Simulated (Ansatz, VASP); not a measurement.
## CoSi2: VASP beside Ansatz

```
CELL_PARAMETERS angstrom
3.99948 0.00000 0.00000
-1.99974 3.46365 0.00000
0.00000 0.00000 9.43178
ATOMIC_POSITIONS crystal
Co 0.33333 0.66667 0.00000
Co 0.66667 0.33333 0.00000
Si 0.00000 0.00000 0.74927
Si 0.00000 0.00000 0.25073
Si 0.00000 0.00000 0.50000
Si 0.00000 0.00000 0.00000
```

Alike in both runs: functional PBE; k mesh 12 × 12 × 4; occupations gaussian, width 0.1 eV; collinear spin.

Ansatz relaxed the structure, and its values are those at the end. VASP's run is a single point on that final structure, the one shown.

|  | VASP | Ansatz |
| --- | --- | --- |
| version | VASP 6.6.1 | Ansatz 0.2.0 |
| potentials or method | VASP PAW PBE potentials, release 64 (Co, Si), cutoff 520 eV | scalar-relativistic, plane waves, PAW |
| valence electrons in the cell | 34 | 50 |

|  | VASP | Ansatz | Ansatz less VASP |
| --- | --- | --- | --- |
| gap on the k mesh at the Fermi level (eV) | none | none | - |
| pressure (GPa) | 0.0 | 0.0 | +0.03 |
| rms of the force components (eV/Å) | 0.007 | 0.001 | -0.0058 |
| net moment per atom (μB) | 0.44 | 0.44 | +0.004 |
| size of the moment on the site where the two differ most (μB) | 1.38 | 1.39 | +0.017 |

Site moments also hang on the region over which each program counts them. A gap of «none» marks a metal or a gap that the smearing closes. The functional is the same, so the differences come from potentials, cutoffs and numerics. VASP's potentials hold 34 valence electrons a cell and Ansatz's 50, so a difference there can come from the potentials and not from the codes.
